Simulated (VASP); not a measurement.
Mn: single point with r2SCAN

Mn:

```
Mn
1.0
     0.00000    1.68821    1.68821
     1.68821    0.00000    1.68821
     1.68821    1.68821    0.00000
Mn
1
Direct
  0.00000 0.00000 0.00000
```

This cell differs from its parent crystal: volume scaled by 0.92.

```
Program             : VASP 6.6.1
Task                : single point
Functional          : r2SCAN
Potentials or basis : VASP PAW PBE potentials, release 64 (Mn_pv)
Cutoff              : 520 eV
k mesh              : 17 × 17 × 17
Occupations         : fermi-dirac, width 0.1 eV
Spin                : no spin polarisation
```

```yaml
Pressure: 31.3 GPa
```

Levels at points of the mesh, in eV from the Fermi level:
```
           k point  band 5  band 6  band 7  band 8  band 9  band 10
(0.00, 0.00, 0.00)   -1.47   -1.47   -1.47    0.74    0.74    22.71
```

It took 2.3 min on 1 thread of AMD EPYC 7R43 64-Core Processor (Zen 3), with other jobs on the host, peak memory 0.1 GiB.

Caveat: the PAW data sets were made with another functional, which shifts forces and pressure a little; the run has no spin polarisation, though such a crystal can be magnetic. Spin polarisation is off, so any magnetic state and its effect on volume and gap are missing.
